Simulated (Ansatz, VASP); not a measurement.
GaN in VASP and in Ansatz

```xyz
2
Lattice="0.0000 2.2535 2.2535 2.2535 0.0000 2.2535 2.2535 2.2535 0.0000" Properties=species:S:1:pos:R:3 pbc="T T T"
Ga    0.0000    0.0000   -0.1500
N     3.3803    3.3803    3.3803
```

Alike in both runs: task single point; functional r2SCAN; k mesh 10 × 10 × 10; occupations gaussian, width 0.05 eV; no spin polarisation.

|  | VASP | Ansatz |
| --- | --- | --- |
| version | VASP 6.6.1 | Ansatz 0.2.0 |
| potentials or method | VASP PAW PBE potentials, release 64 (Ga_d, N_h), cutoff 910 eV | scalar-relativistic, plane waves, PAW |
| valence electrons in the cell | 18 | 18 |

```tsv
	VASP	Ansatz	Ansatz less VASP
gap on the k mesh at the Fermi level (eV)	1.91	1.91	+0.005
least direct gap on the mesh (eV)	1.91	1.91	+0.005
rms of the force components (eV/Å)	1.075	1.057	-0.0185
```

VASP's potentials were made for PBE, not for r2SCAN. Atom by atom the forces differ by 0.018 eV/Å (rms over components).

Noted on VASP's run: the cutoff is short for stress, so the pressure is rough.
